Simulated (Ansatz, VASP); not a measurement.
# LaMnIn in VASP and in Ansatz

```
La In Mn
1.0
     4.59334    0.00000    0.00000
    -2.29667    3.97795    0.00000
     0.00000    0.00000    4.09656
La In Mn
1 1 1
Cartesian
  0.0000 0.0000 0.0000
  0.0000 2.6520 2.0483
  2.2967 1.3260 2.0483
```

Alike in both runs: task single point; functional PBE; k mesh 6 × 6 × 6; occupations fermi-dirac, width 0.05 eV; collinear spin; fixed moment 2 μB.

|  | VASP | Ansatz |
| --- | --- | --- |
| version | VASP 6.6.1 | Ansatz 0.2.0 |
| potentials or method | VASP PAW PBE potentials, release 64 (La, In_d, Mn_pv) | Ansatz PAW |
| plane-wave cutoff (eV) | 520 | 420 |
| valence electrons in the cell | 37 | 39 |

VASP gave:

| Item | Value |
| --- | --- |
| pressure (GPa) | 3.6 |
| traceless stress, the component that is largest in VASP (GPa) | -1.35 |
| net moment per atom (μB) | 0.67 |
| size of the moment on the site where the two differ most (μB) | 0.20 |

Task: What did Ansatz give for the same quantities?

Result: Pressure (GPa): 3.6; traceless stress, the component that is largest in VASP (GPa): -1.35; net moment per atom (μB): 0.67; size of the moment on the site where the two differ most (μB): 0.11.

Site moments also hang on the region over which each program counts them. The functional is the same, so the differences come from potentials, cutoffs and numerics. VASP's potentials hold 37 valence electrons a cell and Ansatz's 39, so a difference there can come from the potentials and not from the codes.

Neither program's run includes spin-orbit coupling.
